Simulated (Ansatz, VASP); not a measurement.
## P: VASP beside Ansatz

```xyz
2
Lattice="3.2170 0.0000 0.0000 -1.6085 2.7860 0.0000 0.0000 0.0000 28.0000" Properties=species:S:1:pos:R:3 pbc="T T T"
P     0.0000    1.8573   14.2620
P     1.6085    0.9287   13.7380
```

Alike in both runs: task single point; functional r2SCAN; k mesh 9 × 9 × 1; occupations gaussian, width 0.02 eV; no spin polarisation.

```csv
,VASP,Ansatz
version,VASP 6.6.1,Ansatz 0.2.0
potentials or method,"VASP PAW PBE potentials, release 64 (P), cutoff 520 eV","scalar-relativistic, plane waves, PAW"
valence electrons in the cell,10,10
```

VASP gave:

| Property | Result |
| --- | --- |
| gap on the k mesh at the Fermi level (eV) | none |
| rms of the force components (eV/Å) | 2.729 |

Task: Estimate Ansatz's values.

Result: gap on the k mesh at the Fermi level (eV): none; rms of the force components (eV/Å): 2.774.

VASP's potentials were made for PBE, not for r2SCAN. Atom by atom the forces differ by 0.044 eV/Å (rms over components). A gap of «none» marks a metal or a gap that the smearing closes. The functional is the same, so the differences come from potentials, cutoffs and numerics.
